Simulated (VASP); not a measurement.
# ZnCu (Pm-3m) in VASP: notebook

The runs below take ZnCu through electric field gradients, with PBE, LDA, PBEsol, r2SCAN.

All numbers are computed with VASP 6.6.1; they aren't measurements. Logs are shortened: lines on timing, memory, paths and dates and some standing lists are left out, and cuts for length are marked.

## Step 1: The cell of the first run

The structure is cubic, space group Pm-3m (No. 221). Conventional cell: a = 3.003 Å, b = 3.003 Å, c = 3.003 Å, α = 90.00°, β = 90.00°, γ = 90.00°. Zn (site symmetry m-3m) has 8 Cu at 2.60 Å and 6 Zn at 3.00 Å within 3.4 Å. Cu (site symmetry m-3m) has 8 Zn at 2.60 Å and 6 Cu at 3.00 Å within 3.4 Å.

## Step 2: Electric field gradients, PBE (volume scaled by 1.06)

INCAR

```
PREC = Accurate ; ENCUT = 520
EDIFF = 1E-8 ; ISMEAR = -1
SIGMA = 0.05 ; LREAL = F
LASPH = T ; NELM = 80
ALGO = Normal ; ISIF = 2
LWAVE = F ; LCHARG = F
GGA = PE ; LEFG = T
NBANDS = 18
```

KPOINTS

```
regular mesh
0
Gamma
  14 14 14
```

POSCAR

```
ZnCu
1.0
    3.0027597620      0.0000000000      0.0000000000
    0.0000000000      3.0027597620      0.0000000000
    0.0000000000      0.0000000000      3.0027597620
Zn Cu
1 1
Direct
    0.5000000000      0.5000000000      0.5000000000
    0.0000000000      0.0000000000      0.0000000000
```

Potentials or basis: VASP PAW PBE potentials, release 64 (Zn, Cu).

Launch:

```bash
cat potpaw_PBE.64/Zn/POTCAR potpaw_PBE.64/Cu/POTCAR > POTCAR
mpirun -np 1 vasp_std > vasp.out
```

OUTCAR:

```text
PREC = Accurate
   ENCUT = 520
   EDIFF = 1E-8
   ISMEAR = -1
   LREAL = F
   LASPH = T
   NELM = 80
   ISIF = 2
   GGA = PE

 ion  position               nearest neighbor table
   1  0.500  0.500  0.500-   2 2.60   2 2.60   2 2.60   2 2.60   2 2.60   2 2.60   2 2.60   2 2.60

   2  0.000  0.000  0.000-   1 2.60   1 2.60   1 2.60   1 2.60   1 2.60   1 2.60   1 2.60   1 2.60

  LATTYP: Found a simple cubic cell.
 ALAT       =     3.0027597620

  Lattice vectors:

 A1 = (   3.0027597620,   0.0000000000,   0.0000000000)
 A2 = (   0.0000000000,   3.0027597620,   0.0000000000)
 A3 = (   0.0000000000,   0.0000000000,   3.0027597620)

Analysis of symmetry for initial positions (statically):
=====================================================================
 Subroutine PRICEL returns:
 Original cell was already a primitive cell.

 Routine SETGRP: Setting up the symmetry group for a
 simple cubic supercell.

 Subroutine GETGRP returns: Found 48 space group operations
 (whereof 48 operations were pure point group operations)
 out of a pool of 48 trial point group operations.

The static configuration has the point symmetry O_h .

Analysis of symmetry for dynamics (positions and initial velocities):
=====================================================================
 Subroutine PRICEL returns:
 Original cell was already a primitive cell.

 Routine SETGRP: Setting up the symmetry group for a
 simple cubic supercell.

 Subroutine GETGRP returns: Found 48 space group operations
 (whereof 48 operations were pure point group operations)
 out of a pool of 48 trial point group operations.

The dynamic configuration has the point symmetry O_h .

 Subroutine INISYM returns: Found 48 space group operations
 (whereof 48 operations are pure point group operations),
 and found     1 'primitive' translations

----------------------------------------------------------------------------------------

                                     Primitive cell

  volume of cell :      27.0746

  direct lattice vectors                    reciprocal lattice vectors
     3.002759762  0.000000000  0.000000000     0.333026975  0.000000000  0.000000000
     0.000000000  3.002759762  0.000000000     0.000000000  0.333026975  0.000000000
     0.000000000  0.000000000  3.002759762     0.000000000  0.000000000  0.333026975

  length of vectors
     3.002759762  3.002759762  3.002759762     0.333026975  0.333026975  0.333026975

  position of ions in fractional coordinates (direct lattice)
     0.500000000  0.500000000  0.500000000
     0.000000000  0.000000000  0.000000000

  ion indices of the primitive-cell ions
   primitive index   ion index
                 1           1
                 2           2

----------------------------------------------------------------------------------------

 KPOINTS: regular mesh

Automatic generation of k-mesh.
 Grid dimensions read from file:
 generate k-points for:   14   14   14

 Generating k-lattice:

  Cartesian coordinates                     Fractional coordinates (reciprocal lattice)
     0.023787641  0.000000000  0.000000000     0.071428571  0.000000000  0.000000000
     0.000000000  0.023787641  0.000000000     0.000000000  0.071428571  0.000000000
     0.000000000  0.000000000  0.023787641     0.000000000  0.000000000  0.071428571

  Length of vectors
     0.023787641  0.023787641  0.023787641

  Shift w.r.t. Gamma in fractional coordinates (k-lattice)
     0.000000000  0.000000000  0.000000000

 Subroutine IBZKPT returns following result:
 ===========================================

 Found    120 irreducible k-points:

 Following reciprocal coordinates:
            Coordinates               Weight
  0.000000  0.000000  0.000000      1.000000
  0.071429  0.000000  0.000000      6.000000
  0.142857  0.000000  0.000000      6.000000
  0.214286  0.000000  0.000000      6.000000
  0.285714  0.000000  0.000000      6.000000
  0.357143  0.000000  0.000000      6.000000
[... 16 lines left out ...]
  0.285714  0.214286  0.000000     24.000000
  0.357143  0.214286  0.000000     24.000000
 [... further k-points ...]
   k-points           NKPTS =    120   k-points in BZ     NKDIM =    120   number of bands    NBANDS=     18
   number of dos      NEDOS =    301   number of ions     NIONS =      2
   total plane-waves  NPLWV =  13824
   dimension x,y,z NGX =    24 NGY =   24 NGZ =   24
   dimension x,y,z NGXF=    48 NGYF=   48 NGZF=   48
   ions per type =               1   1
   NGX,Y,Z   is equivalent  to a cutoff of  13.29, 13.29, 13.29 a.u.
   NGXF,Y,Z  is equivalent  to a cutoff of  26.57, 26.57, 26.57 a.u.
 SYSTEM =  unknown system
   PREC   = accura    normal or accurate (medium, high low for compatibility)
   ISTART =      0    job   : 0-new  1-cont  2-samecut
   ICHARG =      2    charge: 1-file 2-atom 10-const
   ISPIN  =      1    spin polarized calculation?
   LNONCOLLINEAR =      F non collinear calculations
   LSORBIT =      F    spin-orbit coupling
   LASPH  =      T    aspherical Exc in radial PAW
   ENCUT  =  520.0 eV  38.22 Ry    6.18 a.u.   5.58  5.58  5.58*2*pi/ulx,y,z
   NELM   =     80;   NELMIN=  2; NELMDL= -5     # of ELM steps
   EDIFF  = 0.1E-07   stopping-criterion for ELM
   LREAL  =      F    real-space projection
   EDIFFG = 0.1E-06   stopping-criterion for IOM
   NSW    =      0    number of steps for IOM
   IBRION =     -1    ionic relax: 0-MD 1-quasi-New 2-CG
   NFREE  =      0    steps in history (QN), initial steepest desc. (CG)
   ISIF   =      2    stress and relaxation
   ISYM   =      2    0-nonsym 1-usesym 2-fastsym
   POTIM  = 0.5000    time-step for ionic-motion
   TEBEG  =    0.0;   TEEND  =   0.0 temperature during run
   PSTRESS=    0.0 pullay stress
   NELECT =      23.0000    total number of electrons
   NUPDOWN=      -1.0000    fix difference up-down
   EMIN   =  10.00;   EMAX   =-10.00  energy-range for DOS
   EFERMI =   0.00;   METHOD = LEGACY
   ISMEAR =    -1;   SIGMA  =   0.05  broadening in eV -4-tet -1-fermi 0-gaus
   EFERMI_NEDOS =   21; number of points for ismear=-14 and -15
   IALGO  =     38    algorithm
   IMIX   =      4    mixing-type and parameters
     AMIX     =   0.40;   BMIX     =  1.00
     AMIX_MAG =   1.60;   BMIX_MAG =  1.00
  volume/ion in A,a.u.               =      13.54        91.35
  Fermi-wavevector in a.u.,A,eV,Ry     =   1.550471  2.929964 32.707847  2.403959
  Thomas-Fermi vector in A             =   2.655129
   LORBIT       =      0    0 simple, 1 ext, 2 COOP (PROOUT), +10 PAW based schemes
   GGA     = PE    functional components
   LHFCALC =     F    Hartree Fock is set to
   AEXX    =    0.0000 exact exchange contribution
   IVDW    =     0    specifies the selected vdW correction
   LEPSILON=     F    determine dielectric tensor
   LRPA    =     F    only Hartree local field effects (RPA)
 non-spin polarized calculation
  energy-cutoff  :      520.00
  volume of cell :       27.07
 maximum number of plane-waves:       742
 NGX is ok and might be reduce to    24
   NGX = 11   NGY = 11   NGZ = 11

 number of electron      23.0000042 magnetization

 Free energy of the ion-electron system (eV)
  ---------------------------------------------------
  ext. energy  EPLUGINS =         0.00000000
  ---------------------------------------------------
  free energy    TOTEN  =        -5.00740729 eV

  energy without entropy =       -5.00414926  energy(sigma->0) =       -5.00577828

 E-fermi :   5.0105     XC(G=0): -12.0795

 val. band max:        4.9608057134   @ k =   0.5000   0.5000   0.2143
 cond. band min:       5.0219662111   @ k =   0.4286   0.3571   0.2143
 fundamental gap:      0.0611604977
 Fermi energy:         5.0105357302

 k-point     1 :       0.0000    0.0000    0.0000
  band No.  band energies     occupation
      1      -4.8951      2.00000
      2      -2.6672      2.00000
      3      -2.6672      2.00000
      4      -2.0622      2.00000
      5      -2.0622      2.00000
      6      -2.0622      2.00000
[... 10 lines left out ...]
     17      16.3726      0.00000
     18      27.8639      0.00000

 k-point     2 :       0.0714    0.0000    0.0000
  band No.  band energies     occupation
      1      -4.8064      2.00000
      2      -2.6583      2.00000
      3      -2.6493      2.00000
      4      -2.0697      2.00000
      5      -2.0697      2.00000
      6      -2.0588      2.00000
[... 10 lines left out ...]
     17      17.1553      0.00000
     18      26.8220      0.00000

 k-point     3 :       0.1429    0.0000    0.0000
  band No.  band energies     occupation
      1      -4.5433      2.00000
      2      -2.6333      2.00000
      3      -2.5967      2.00000
      4      -2.0906      2.00000
      5      -2.0906      2.00000
      6      -2.0493      2.00000
[... 10 lines left out ...]
     17      19.2829      0.00000
     18      25.0246      0.00000

 k-point     4 :       0.2143    0.0000    0.0000
  band No.  band energies     occupation
      1      -4.1174      2.00000
      2      -2.5968      2.00000
      3      -2.5100      2.00000
      4      -2.1206      2.00000
      5      -2.1206      2.00000
      6      -2.0356      2.00000
[... 10 lines left out ...]
     17      21.8489      0.00000
     18      23.1179      0.00000

 k-point     5 :       0.2857    0.0000    0.0000
  band No.  band energies     occupation
      1      -3.5643      2.00000
      2      -2.5557      2.00000
      3      -2.3732      2.00000
      4      -2.1538      2.00000
      5      -2.1538      2.00000
      6      -2.0202      2.00000
[... 10 lines left out ...]
     17      21.3059      0.00000
     18      21.3059      0.00000

 k-point     6 :       0.3571    0.0000    0.0000
  band No.  band energies     occupation
      1      -3.0156      2.00000
      2      -2.5181      2.00000
      3      -2.1836      2.00000
      4      -2.1836      2.00000
      5      -2.0838      2.00000
      6      -2.0062      2.00000
[... 307 lines left out ...]
 k-point    21 :       0.5000    0.1429    0.0000
  band No.  band energies     occupation
      1      -2.5703      2.00000
      2      -2.4022      2.00000
      3      -2.4009      2.00000
      4      -2.2255      2.00000
      5      -2.0523      2.00000
      6      -0.3133      2.00000
[... 10 lines left out ...]
     17      18.5720      0.00000
     18      19.3631      0.00000

 k-point    22 :       0.2143    0.2143    0.0000
  band No.  band energies     occupation
      1      -3.4234      2.00000
      2      -2.5186      2.00000
      3      -2.3964      2.00000
      4      -2.1464      2.00000
      5      -2.1200      2.00000
      6      -2.0873      2.00000
[... 10 lines left out ...]
     17      22.0423      0.00000
     18      22.8014      0.00000

 k-point    23 :       0.2857    0.2143    0.0000
  band No.  band energies     occupation
      1      -3.0172      2.00000
      2      -2.4984      2.00000
      3      -2.3169      2.00000
      4      -2.1763      2.00000
      5      -2.1014      2.00000
      6      -1.9695      2.00000
[... 10 lines left out ...]
     17      21.6860      0.00000
     18      22.2603      0.00000

 k-point    24 :       0.3571    0.2143    0.0000
  band No.  band energies     occupation
      1      -2.7404      2.00000
      2      -2.4972      2.00000
      3      -2.2775      2.00000
      4      -2.2086      2.00000
      5      -2.1084      2.00000
      6      -1.4881      2.00000
[... 10 lines left out ...]
     17      20.1595      0.00000
     18      21.1721      0.00000

 [... further k-points ...]
[... 5 lines left out ...]
  --------------------------------------------------------------------------------------
  -------------------------------------------------------------------------------------
  Total       -0.6174002     -0.6174002     -0.6174002      0.0000000      0.0000000     -0.0000000
  in kB      -36.5355435    -36.5355435    -36.5355435      0.0000000      0.0000000     -0.0000000
  external PRESSURE =     -36.5355435 kB  Pullay stress =       0.0000000 kB

 VOLUME and BASIS-vectors are now :
 -----------------------------------------------------------------------------
  energy-cutoff  :      520.00
  volume of cell :       27.07
      direct lattice vectors                 reciprocal lattice vectors
     3.002759762  0.000000000  0.000000000     0.333026975  0.000000000  0.000000000
     0.000000000  3.002759762  0.000000000     0.000000000  0.333026975  0.000000000
     0.000000000  0.000000000  3.002759762     0.000000000  0.000000000  0.333026975

 POSITION                                       TOTAL-FORCE (eV/Angst)
 -----------------------------------------------------------------------------------
      1.50138      1.50138      1.50138         0.000000      0.000000      0.000000
      0.00000      0.00000      0.00000         0.000000      0.000000      0.000000
 -----------------------------------------------------------------------------------
    total drift:                                0.000000      0.000000     -0.000000

  FREE ENERGIE OF THE ION-ELECTRON SYSTEM (eV)
  ---------------------------------------------------
  free  energy   TOTEN  =        -5.0074072943 eV

  energy  without entropy=       -5.0041492595  energy(sigma->0) =       -5.00577828

 Electric field gradients (V/A^2)
---------------------------------------------------------------------
 ion       V_xx      V_yy      V_zz      V_xy      V_xz      V_yz
---------------------------------------------------------------------
   1      -0.000    -0.000     0.000    -0.000     0.000     0.000
   2       0.000     0.000    -0.000     0.000     0.000    -0.000
---------------------------------------------------------------------

 Electric field gradients after diagonalization (V/A^2)
 (convention: |V_zz| > |V_xx| > |V_yy|)
----------------------------------------------------------------------
 ion       V_xx      V_yy      V_zz     asymmetry (V_yy - V_xx)/ V_zz
----------------------------------------------------------------------
   1       0.000    -0.000    -0.000       0.547
   2       0.000     0.000    -0.000       0.069
----------------------------------------------------------------------

           NMR quadrupolar parameters

 Cq : quadrupolar parameter    Cq=e*Q*V_zz/h
 eta: asymmetry parameters     (V_yy - V_xx)/ V_zz
 Q  : nuclear electric quadrupole moment in mb (millibarn)
----------------------------------------------------------------------
 ion       Cq(MHz)       eta       Q (mb)
----------------------------------------------------------------------
   1      -0.000       0.547       1.000
   2      -0.000       0.069       1.000
----------------------------------------------------------------------
```

Run time: 20 s. Hardware: 1 thread of Intel Xeon Platinum 8559C (Emerald Rapids), shared host; peak memory 0.18 GiB.

What came out:

* Free energy: -5.0074 eV
* Pressure: -3.7 GPa

Caveat: without QUAD_EFG the Cq values of the log hold for a quadrupole moment of 1 mb, not for the nuclei.

(Part 1 of 3 ends here.)
